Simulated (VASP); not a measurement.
# LiF (Griceite) (Fm-3m) in VASP: notebook, part 2 of 2

VASP 6.6.1. The steps go on from the part before.

### 3 Single point, PBEsol

This run uses another cell than the first one, of 7.73 Å³/atom, 1.029 times its volume.

File INCAR:

```
  PREC = Accurate
  ENCUT = 750
  EDIFF = 1E-6
  ISMEAR = 0
  SIGMA = 0.01
  LREAL = False
  LASPH = True
  NELM = 120
  ALGO = Normal
  ISIF = 2
  LWAVE = False
  LCHARG = False
  GGA = PS
  NBANDS = 12
  GGA_COMPAT = False
```

File KPOINTS:

```
Automatic mesh
0
Gamma
  7 7 7
```

File POSCAR:

```
LiF
1.0
    0.0000000000      1.9775394742      1.9775394742
    1.9775394742      0.0000000000      1.9775394742
    1.9775394742      1.9775394742      0.0000000000
Li F
1 1
Direct
    0.0000000000      0.0000000000      0.0000000000
    0.5000000000      0.5000000000      0.5000000000
```

Potentials or basis: VASP PAW PBE potentials, release 64 (Li_sv, F).

Run with:

```console
cat potpaw_PBE.64/Li_sv/POTCAR potpaw_PBE.64/F/POTCAR > POTCAR
mpirun -np 1 vasp_std > vasp.out
```

OUTCAR:

```text
PREC = Accurate
   ENCUT = 750
   EDIFF = 1E-6
   ISMEAR = 0
   LREAL = False
   LASPH = True
   NELM = 120
   ISIF = 2
   GGA = PS

 ion  position               nearest neighbor table
   1  0.000  0.000  0.000-   2 1.98   2 1.98   2 1.98   2 1.98   2 1.98   2 1.98
   2  0.500  0.500  0.500-   1 1.98   1 1.98   1 1.98   1 1.98   1 1.98   1 1.98

  LATTYP: Found a face centered cubic cell.
 ALAT       =     3.9550789484

  Lattice vectors:

 A1 = (   0.0000000000,   1.9775394742,   1.9775394742)
 A2 = (   1.9775394742,   0.0000000000,   1.9775394742)
 A3 = (   1.9775394742,   1.9775394742,   0.0000000000)

Analysis of symmetry for initial positions (statically):
=====================================================================
 Subroutine PRICEL returns:
 Original cell was already a primitive cell.

 Routine SETGRP: Setting up the symmetry group for a
 face centered cubic supercell.

 Subroutine GETGRP returns: Found 48 space group operations
 (whereof 48 operations were pure point group operations)
 out of a pool of 48 trial point group operations.

The static configuration has the point symmetry O_h .

Analysis of symmetry for dynamics (positions and initial velocities):
=====================================================================
 Subroutine PRICEL returns:
 Original cell was already a primitive cell.

 Routine SETGRP: Setting up the symmetry group for a
 face centered cubic supercell.

 Subroutine GETGRP returns: Found 48 space group operations
 (whereof 48 operations were pure point group operations)
 out of a pool of 48 trial point group operations.

The dynamic configuration has the point symmetry O_h .

 Subroutine INISYM returns: Found 48 space group operations
 (whereof 48 operations are pure point group operations),
 and found     1 'primitive' translations

----------------------------------------------------------------------------------------

                                     Primitive cell

  volume of cell :      15.4670

  direct lattice vectors                    reciprocal lattice vectors
     0.000000000  1.977539474  1.977539474    -0.252839454  0.252839454  0.252839454
     1.977539474  0.000000000  1.977539474     0.252839454 -0.252839454  0.252839454
     1.977539474  1.977539474  0.000000000     0.252839454  0.252839454 -0.252839454

  length of vectors
     2.796663145  2.796663145  2.796663145     0.437930780  0.437930780  0.437930780

  position of ions in fractional coordinates (direct lattice)
     0.000000000  0.000000000  0.000000000
     0.500000000  0.500000000  0.500000000

  ion indices of the primitive-cell ions
   primitive index   ion index
                 1           1
                 2           2

----------------------------------------------------------------------------------------

 KPOINTS: Automatic mesh

Automatic generation of k-mesh.
 Grid dimensions read from file:
 generate k-points for:    7    7    7

 Generating k-lattice:

  Cartesian coordinates                     Fractional coordinates (reciprocal lattice)
[... 21 lines left out ...]
  0.142857  0.142857  0.000000      6.000000
  0.285714  0.142857  0.000000     24.000000
[... 12 lines left out ...]
 -0.428571  0.428571  0.142857     24.000000
 -0.285714  0.428571  0.142857     24.000000
   k-points           NKPTS =     20   k-points in BZ     NKDIM =     20   number of bands    NBANDS=     12
   number of dos      NEDOS =    301   number of ions     NIONS =      2
   total plane-waves  NPLWV =  21952
   dimension x,y,z NGX =    28 NGY =   28 NGZ =   28
   dimension x,y,z NGXF=    56 NGYF=   56 NGZF=   56
   ions per type =               1   1
   NGX,Y,Z   is equivalent  to a cutoff of  16.64, 16.64, 16.64 a.u.
   NGXF,Y,Z  is equivalent  to a cutoff of  33.29, 33.29, 33.29 a.u.
 SYSTEM =  unknown system
   PREC   = accura    normal or accurate (medium, high low for compatibility)
   ISTART =      0    job   : 0-new  1-cont  2-samecut
   ICHARG =      2    charge: 1-file 2-atom 10-const
   ISPIN  =      1    spin polarized calculation?
   LNONCOLLINEAR =      F non collinear calculations
   LSORBIT =      F    spin-orbit coupling
   LASPH  =      T    aspherical Exc in radial PAW
   ENCUT  =  750.0 eV  55.12 Ry    7.42 a.u.   6.24  6.24  6.24*2*pi/ulx,y,z
   NELM   =    120;   NELMIN=  2; NELMDL= -5     # of ELM steps
   EDIFF  = 0.1E-05   stopping-criterion for ELM
   LREAL  =      F    real-space projection
   EDIFFG = 0.1E-04   stopping-criterion for IOM
   NSW    =      0    number of steps for IOM
   IBRION =     -1    ionic relax: 0-MD 1-quasi-New 2-CG
   NFREE  =      0    steps in history (QN), initial steepest desc. (CG)
   ISIF   =      2    stress and relaxation
   ISYM   =      2    0-nonsym 1-usesym 2-fastsym
   POTIM  = 0.5000    time-step for ionic-motion
   TEBEG  =    0.0;   TEEND  =   0.0 temperature during run
   PSTRESS=    0.0 pullay stress
   NELECT =      10.0000    total number of electrons
   NUPDOWN=      -1.0000    fix difference up-down
   EMIN   =  10.00;   EMAX   =-10.00  energy-range for DOS
   EFERMI =   0.00;   METHOD = LEGACY
   ISMEAR =     0;   SIGMA  =   0.01  broadening in eV -4-tet -1-fermi 0-gaus
   EFERMI_NEDOS =   21; number of points for ismear=-14 and -15
   IALGO  =     38    algorithm
   IMIX   =      4    mixing-type and parameters
     AMIX     =   0.40;   BMIX     =  1.00
     AMIX_MAG =   1.60;   BMIX_MAG =  1.00
  volume/ion in A,a.u.               =       7.73        52.19
  Fermi-wavevector in a.u.,A,eV,Ry     =   1.415597  2.675091 27.264922  2.003915
  Thomas-Fermi vector in A             =   2.537019
   LORBIT       =      0    0 simple, 1 ext, 2 COOP (PROOUT), +10 PAW based schemes
   GGA     = PS    functional components
   LHFCALC =     F    Hartree Fock is set to
   AEXX    =    0.0000 exact exchange contribution
   IVDW    =     0    specifies the selected vdW correction
   LEPSILON=     F    determine dielectric tensor
   LRPA    =     F    only Hartree local field effects (RPA)
 non-spin polarized calculation
 Gauss-broadening in eV      SIGMA  =   0.01
  energy-cutoff  :      750.00
  volume of cell :       15.47
 maximum number of plane-waves:       728
 NGX is ok and might be reduce to    28
   NGX = 13   NGY = 13   NGZ = 13

 number of electron      10.0000001 magnetization

 Free energy of the ion-electron system (eV)
  ---------------------------------------------------
  ext. energy  EPLUGINS =         0.00000000
  ---------------------------------------------------
  free energy    TOTEN  =        -9.85141853 eV

  energy without entropy =       -9.85141853  energy(sigma->0) =       -9.85141853

 E-fermi :  -0.6624     XC(G=0): -10.4802

 val. band max:       -0.7764774187   @ k =   0.0000   0.0000   0.0000
 cond. band min:       8.6287158473   @ k =   0.0000   0.0000   0.0000
 fundamental gap:      9.4051932659
 Fermi energy:        -0.6624285277

 k-point     1 :       0.0000    0.0000    0.0000
  band No.  band energies     occupation
      1     -40.8577      2.00000
      2     -20.7943      2.00000
      3      -0.7765      2.00000
      4      -0.7765      2.00000
      5      -0.7765      2.00000
      6       8.6287      0.00000
      7      23.7622      0.00000
      8      23.7622      0.00000
      9      23.7622      0.00000
     10      23.8801      0.00000
     11      23.8801      0.00000
     12      23.8801      0.00000
[... 271 lines left out ...]
 k-point    20 :      -0.2857    0.4286    0.1429
  band No.  band energies     occupation
      1     -40.7568      2.00000
      2     -20.0507      2.00000
      3      -3.2266      2.00000
      4      -2.8231      2.00000
      5      -1.5755      2.00000
      6      13.9631      0.00000
      7      14.4818      0.00000
      8      17.6935      0.00000
      9      19.0691      0.00000
     10      25.6017      0.00000
     11      29.0810      0.00000
     12      34.8247      0.00000

------------------------ aborting loop because EDIFF is reached ----------------------------------------

  FORCE on cell =-STRESS in cart. coord.  units (eV):
  Direction    XX          YY          ZZ          XY          YZ          ZX
  --------------------------------------------------------------------------------------
  -------------------------------------------------------------------------------------
  Total        0.2659589      0.2659589      0.2659589     -0.0000000     -0.0000000      0.0000000
  in kB       27.5498748     27.5498748     27.5498748     -0.0000000     -0.0000000      0.0000000
  external PRESSURE =      27.5498748 kB  Pullay stress =       0.0000000 kB

 VOLUME and BASIS-vectors are now :
 -----------------------------------------------------------------------------
  energy-cutoff  :      750.00
  volume of cell :       15.47
      direct lattice vectors                 reciprocal lattice vectors
     0.000000000  1.977539474  1.977539474    -0.252839454  0.252839454  0.252839454
     1.977539474  0.000000000  1.977539474     0.252839454 -0.252839454  0.252839454
     1.977539474  1.977539474  0.000000000     0.252839454  0.252839454 -0.252839454

 POSITION                                       TOTAL-FORCE (eV/Angst)
 -----------------------------------------------------------------------------------
      0.00000      0.00000      0.00000        -0.000000     -0.000000     -0.000000
      1.97754      1.97754      1.97754         0.000000      0.000000      0.000000
 -----------------------------------------------------------------------------------
    total drift:                                0.000000      0.000000      0.000000

  FREE ENERGIE OF THE ION-ELECTRON SYSTEM (eV)
  ---------------------------------------------------
  free  energy   TOTEN  =        -9.8514185251 eV

  energy  without entropy=       -9.8514185251  energy(sigma->0) =       -9.85141853
```

OSZICAR:

```text
N       E                     dE             d eps       ncg     rms          rms(c)
DAV:   1     0.410204090474E+02    0.41020E+02   -0.68461E+03   488   0.112E+03
DAV:   2    -0.860021621739E+01   -0.49621E+02   -0.48561E+02   564   0.219E+02
DAV:   3    -0.102524791515E+02   -0.16523E+01   -0.16433E+01   628   0.338E+01
DAV:   4    -0.102742857329E+02   -0.21807E-01   -0.21804E-01   544   0.447E+00
DAV:   5    -0.102745567056E+02   -0.27097E-03   -0.27097E-03   600   0.351E-01    0.405E+00
DAV:   6    -0.985228239642E+01    0.42227E+00   -0.19098E+00   548   0.871E+00    0.138E+00
DAV:   7    -0.984953932732E+01    0.27431E-02   -0.16338E-02   608   0.120E+00    0.839E-01
DAV:   8    -0.985136423453E+01   -0.18249E-02   -0.11635E-02   620   0.123E+00    0.107E-01
DAV:   9    -0.985137160637E+01   -0.73718E-05   -0.10447E-03   564   0.301E-01    0.442E-02
DAV:  10    -0.985141878628E+01   -0.47180E-04   -0.96617E-05   532   0.781E-02    0.113E-02
DAV:  11    -0.985141852506E+01    0.26122E-06   -0.44533E-06   568   0.218E-02
   1 F= -.98514185E+01 E0= -.98514185E+01  d E =-.159824E-60
```

stdout:

```text
POSCAR found type information on POSCAR LiF
 POSCAR found :  2 types and       2 ions
 scaLAPACK will be used
 -----------------------------------------------------------------------------
|                                                                             |
|                                                                             |
|     You enforced a specific xc type in the INCAR file but a different       |
|     I HOPE YOU KNOW WHAT YOU ARE DOING!                                     |
|                                                                             |
 -----------------------------------------------------------------------------

 LDA part: xc-table for (Slater+PW92), standard interpolation
 POSCAR, INCAR and KPOINTS ok, starting setup
 FFT: planning ... GRIDC
 FFT: planning ... GRID_SOFT
 FFT: planning ... GRID
 WAVECAR not read
 entering main loop
```

Wall time 11 s (1 thread of Intel Xeon 8259CL, shared host); peak memory 0.15 GiB.

Results:

* Free energy: -9.8514 eV
* Pressure: 2.8 GPa
* Band gap on the k mesh: 9.41 eV, direct

Levels at points of the mesh, in eV from the valence-band top:
| k point | band 3 | band 4 | band 5 | band 6 | band 7 | band 8 |
| --- | --- | --- | --- | --- | --- | --- |
| (0.00, 0.00, 0.00) | 0.00 | 0.00 | 0.00 | 9.41 | 24.54 | 24.54 |

Caveat: the PAW data sets were made with another functional, which shifts forces and pressure a little.

### 4 Single point, PBEsol

This run uses another cell than the first one, of 7.95 Å³/atom, 1.058 times its volume.

File INCAR:

```
SYSTEM = LiF
  PREC = Accurate
  ENCUT = 750
  EDIFF = 1E-6
  ISMEAR = 0
  SIGMA = 0.01
  LREAL = .False.
  LASPH = .True.
  NELM = 120
  ALGO = Normal
  ISIF = 2
  LWAVE = .False.
  LCHARG = .True.
  GGA = PS
  LELF = .True.
  LVHAR = .True.
  NBANDS = 12
  GGA_COMPAT = .False.
```

File KPOINTS:

```
Automatic mesh
0
Gamma
  7 7 7
  0 0 0
```

File POSCAR:

```
LiF
1.0
    0.0000000000      1.9959362467      1.9959362467
    1.9959362467      0.0000000000      1.9959362467
    1.9959362467      1.9959362467      0.0000000000
Li F
1 1
Direct
    0.0000000000      0.0000000000      0.0000000000
    0.5000000000      0.5000000000      0.5000000000
```

Run with:

```console
cat potpaw_PBE.64/Li_sv/POTCAR potpaw_PBE.64/F/POTCAR > POTCAR
mpirun -np 1 vasp_std > vasp.out
```

It took 15 s on 1 thread of Intel Xeon 8259CL, shared host; peak memory 0.15 GiB.

Results (log left out):

| Item | Value |
| --- | --- |
| Free energy | -9.8571 eV |
| Pressure | 0.5 GPa |
| Band gap on the k mesh | 9.15 eV, direct |

Levels at points of the mesh, in eV from the valence-band top:
```csv
k point,band 3,band 4,band 5,band 6,band 7,band 8
"(0.00, 0.00, 0.00)",0.00,0.00,0.00,9.15,24.18,24.18
```

Caveat: the PAW data sets were made with another functional, which shifts forces and pressure a little.

### 5 Single point, PBEsol

This run uses another cell than the first one, of 8.17 Å³/atom, 1.087 times its volume.

File INCAR:

```
PREC = Accurate ; ENCUT = 750
EDIFF = 1E-6 ; ISMEAR = 0
SIGMA = 0.01 ; LREAL = F
LASPH = T ; NELM = 120
ALGO = Normal ; ISIF = 2
LWAVE = F ; LCHARG = F
GGA = PS ; NBANDS = 12
GGA_COMPAT = F
```

File KPOINTS:

```
regular mesh
0
Gamma
  7 7 7
```

File POSCAR:

```
LiF
1.0
    0.0000000000      2.0140000000      2.0140000000
    2.0140000000      0.0000000000      2.0140000000
    2.0140000000      2.0140000000      0.0000000000
Li F
1 1
Direct
    0.0000000000      0.0000000000      0.0000000000
    0.5000000000      0.5000000000      0.5000000000
```

Potentials or basis: VASP PAW PBE potentials, release 64 (Li_sv, F).

Run with:

```console
cat potpaw_PBE.64/Li_sv/POTCAR potpaw_PBE.64/F/POTCAR > POTCAR
mpirun -np 1 vasp_std > vasp.out
```

OUTCAR:

```text
PREC = Accurate
   ENCUT = 750
   EDIFF = 1E-6
   ISMEAR = 0
   LREAL = F
   LASPH = T
   NELM = 120
   ISIF = 2
   GGA = PS

 ion  position               nearest neighbor table
   1  0.000  0.000  0.000-   2 2.01   2 2.01   2 2.01   2 2.01   2 2.01   2 2.01
   2  0.500  0.500  0.500-   1 2.01   1 2.01   1 2.01   1 2.01   1 2.01   1 2.01

  LATTYP: Found a face centered cubic cell.
 ALAT       =     4.0280000000

  Lattice vectors:
[... 479 lines left out ...]
     11      27.9516      0.00000
     12      33.2633      0.00000

------------------------ aborting loop because EDIFF is reached ----------------------------------------

  FORCE on cell =-STRESS in cart. coord.  units (eV):
  Direction    XX          YY          ZZ          XY          YZ          ZX
  --------------------------------------------------------------------------------------
  -------------------------------------------------------------------------------------
  Total       -0.1473980     -0.1473980     -0.1473980      0.0000000      0.0000000      0.0000000
  in kB      -14.4541932    -14.4541932    -14.4541932      0.0000000      0.0000000      0.0000000
  external PRESSURE =     -14.4541932 kB  Pullay stress =       0.0000000 kB

 VOLUME and BASIS-vectors are now :
 -----------------------------------------------------------------------------
  energy-cutoff  :      750.00
  volume of cell :       16.34
      direct lattice vectors                 reciprocal lattice vectors
     0.000000000  2.014000000  2.014000000    -0.248262165  0.248262165  0.248262165
     2.014000000  0.000000000  2.014000000     0.248262165 -0.248262165  0.248262165
     2.014000000  2.014000000  0.000000000     0.248262165  0.248262165 -0.248262165

 POSITION                                       TOTAL-FORCE (eV/Angst)
 -----------------------------------------------------------------------------------
      0.00000      0.00000      0.00000         0.000000      0.000000      0.000000
      2.01400      2.01400      2.01400        -0.000000     -0.000000     -0.000000
 -----------------------------------------------------------------------------------
    total drift:                                0.000000      0.000000      0.000000

  FREE ENERGIE OF THE ION-ELECTRON SYSTEM (eV)
  ---------------------------------------------------
  free  energy   TOTEN  =        -9.8569434441 eV

  energy  without entropy=       -9.8569434441  energy(sigma->0) =       -9.85694344
```

OSZICAR:

```text
N       E                     dE             d eps       ncg     rms          rms(c)
DAV:   1     0.408832816155E+02    0.40883E+02   -0.65680E+03   496   0.107E+03
DAV:   2    -0.867423409935E+01   -0.49558E+02   -0.48552E+02   584   0.213E+02
DAV:   3    -0.102549532418E+02   -0.15807E+01   -0.15740E+01   652   0.325E+01
DAV:   4    -0.102802081782E+02   -0.25255E-01   -0.25254E-01   544   0.435E+00
DAV:   5    -0.102805550805E+02   -0.34690E-03   -0.34690E-03   632   0.389E-01    0.405E+00
DAV:   6    -0.985800219284E+01    0.42255E+00   -0.19801E+00   524   0.870E+00    0.142E+00
DAV:   7    -0.985497610831E+01    0.30261E-02   -0.15209E-02   656   0.116E+00    0.851E-01
DAV:   8    -0.985688165530E+01   -0.19055E-02   -0.12592E-02   648   0.127E+00    0.111E-01
DAV:   9    -0.985688932467E+01   -0.76694E-05   -0.99373E-04   564   0.284E-01    0.448E-02
DAV:  10    -0.985694308214E+01   -0.53757E-04   -0.11502E-04   540   0.815E-02    0.793E-03
DAV:  11    -0.985694344414E+01   -0.36200E-06   -0.31791E-06   604   0.188E-02
   1 F= -.98569434E+01 E0= -.98569434E+01  d E =-.401815E-52
```

It took 14 s on 1 thread of Intel Xeon 8259CL, shared host; peak memory 0.15 GiB.

What came out:

- Free energy: -9.8569 eV
- Pressure: -1.4 GPa
- Band gap on the k mesh: 8.91 eV, direct

Caveat: the PAW data sets were made with another functional, which shifts forces and pressure a little.

### 6 The runs side by side

```csv
cell,gap on the mesh (eV),pressure (GPa)
"a = 2.770 Å, angles 60.0°, 2 atoms",9.68,5.4
"a = 2.797 Å, angles 60.0°, 2 atoms",9.41,2.8
"a = 2.823 Å, angles 60.0°, 2 atoms",9.15,0.5
"a = 2.848 Å, angles 60.0°, 2 atoms",8.91,-1.4
```

Alike in all rows: task single point; level PBEsol; potentials or basis VASP PAW PBE potentials, release 64 (Li_sv, F); no spin polarisation; k mesh 7 × 7 × 7; cutoff (eV) 750; smearing gaussian 0.01 eV.

Caveats: the PAW data sets were made with another functional, which shifts forces and pressure a little.

Absolute energies hang on the potentials; compare differences alone.
